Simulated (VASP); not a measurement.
Re: single point with BLYP

Re:

```
Re
1.0
     4.43232    0.00000    0.00000
    -2.21616    3.83850    0.00000
     0.00000    0.00000    2.78735
Re
3
Direct
  0.00000 0.00000 0.00000
  0.33333 0.66667 0.50000
  0.66667 0.33333 0.50000
```

```json
{
 "Program": "VASP 6.6.1",
 "Task": "single point",
 "Functional": "BLYP",
 "Potentials or basis": "VASP PAW PBE potentials, release 64 (Re)",
 "Cutoff": "520 eV",
 "k mesh": "9 × 9 × 13",
 "Occupations": "fermi-dirac, width 0.1 eV",
 "Spin": "no spin polarisation"
}
```

| Property | Result |
| --- | --- |
| Pressure | 1.4 GPa |

Stress tensor (GPa, compression positive):
```
1.39 0.00 0.00
0.00 1.39 0.00
0.00 0.00 1.31
```

Levels at points of the mesh, in eV from the Fermi level:
| k point | band 7 | band 8 | band 9 | band 10 | band 11 | band 12 | band 13 | band 14 | band 15 | band 16 |
| --- | --- | --- | --- | --- | --- | --- | --- | --- | --- | --- |
| (0.00, 0.00, 0.00) | -2.56 | -1.78 | -0.77 | -0.77 | -0.03 | -0.03 | 0.03 | 0.03 | 3.89 | 3.89 |

Run time: 52 s on 1 thread of Intel(R) Xeon(R) Platinum 8559C (Emerald Rapids), on a shared host, peak memory 0.21 GiB.

Caveat: the PAW data sets were made with another functional, which shifts forces and pressure a little; spin-orbit coupling is left out, which moves the levels of the heavy elements.
